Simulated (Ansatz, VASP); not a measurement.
**Two plane-wave programs on Pt**

File INCAR:

```
ALGO = Normal
EDIFF = 1E-7
ENCUT = 520
GGA = PS
ISIF = 2
ISMEAR = 1
LASPH = T
LCHARG = F
LREAL = F
LWAVE = F
NBANDS = 17
NELM = 60
PREC = Accurate
SIGMA = 0.3
```

KPOINTS

```
k-points
0
Gamma
  12 12 6
```

The input POSCAR:

```
Pt
1.0
    2.7606660000      0.0000000000      0.0000000000
   -1.3803330000      2.3908070000      0.0000000000
    0.0000000000      0.0000000000      4.7921340000
Pt
2
Direct
    0.6666666667      0.3333333333      0.7500000000
    0.3333333333      0.6666666667      0.2500000000
```

Input for Ansatz:

```yaml
crystal:
  lattice:
    - [2.760666, 0.0, 0.0]
    - [-1.380333, 2.390807, 0.0]
    - [0.0, 0.0, 4.792134]
  atoms:
    - { symbol: Pt, position: [0.6666666666666666, 0.3333333333333333, 0.75] }
    - { symbol: Pt, position: [0.3333333333333333, 0.6666666666666666, 0.25] }
kpoints:
  mp_grid:
    grid: [12, 12, 6]
hamiltonian:
  xc: pbesol
scf:
  occupations:
    method: methfessel_paxton
    width: 0.3
output:
  stress: true
```

Alike in both runs: task single point; functional PBEsol; k mesh 12 × 12 × 6; occupations methfessel-paxton of order 1, width 0.3 eV; no spin polarisation.

|  | VASP | Ansatz |
| --- | --- | --- |
| version | VASP 6.6.1 | Ansatz 0.2.0 |
| potentials or method | VASP PAW PBE potentials, release 64 (Pt) | plane waves, PAW |
| plane-wave cutoff (eV) | 520 | 420 |
| valence electrons in the cell | 20 | 36 |

Ansatz gave:

- pressure (GPa): -10.8
- traceless stress, the component that is largest in VASP (GPa): 0.14

**Question.** What did VASP give for the same quantities?

**Answer.** Pressure (GPa): -11.2; traceless stress, the component that is largest in VASP (GPa): 0.01.

VASP's potentials were made for PBE, not for PBEsol. The functional is the same, so the differences come from potentials, cutoffs and numerics. VASP's potentials hold 20 valence electrons a cell and Ansatz's 36, so a difference there can come from the potentials and not from the codes.

Spin-orbit coupling is off throughout.
